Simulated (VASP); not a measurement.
Here is a VASP 6.6.1 calculation.

INCAR

```
SYSTEM = Bi
  PREC = Accurate
  ENCUT = 520
  EDIFF = 1E-6
  ISMEAR = -1
  SIGMA = 0.1
  LREAL = .FALSE.
  LASPH = .TRUE.
  NELM = 80
  ALGO = Normal
  ISIF = 2
  LWAVE = .FALSE.
  LCHARG = .FALSE.
  GGA = PS
  NBANDS = 22
```

File KPOINTS:

```
Automatic mesh
0
G
  14 14 14
  0 0 0
```

POSCAR

```
Bi
1.0
    2.2623099880      1.3061452805      3.8835079827
   -2.2623099880      1.3061452805      3.8835079827
    0.0000000000     -2.6122905611      3.8835079827
Bi
2
Direct
    0.2366491837      0.2366491837      0.2366491837
    0.7633508163      0.7633508163      0.7633508163
```

Potentials or basis: VASP PAW PBE potentials, release 64 (Bi_d).

Command:

```bash
$ cat potpaw_PBE.64/Bi_d/POTCAR > POTCAR
$ mpirun -np 1 vasp_std > vasp.out
```

Problem. Estimate the largest force.

Solution. 0.025 eV/Å.

Problem. Estimate the band gap on the k mesh.

Solution. Zero (bands 15 and 16 overlap by 0.25 eV).

Problem. What does it give for the pressure?

Solution. 0.0 GPa.

Forces on the atoms (eV/Å):
```
Bi   0.000  0.000  0.025
Bi   0.000  0.000 -0.025
```

Caveat: the PAW data sets were made with another functional, which shifts forces and pressure a little; spin-orbit coupling is left out, which moves the levels of the heavy elements.
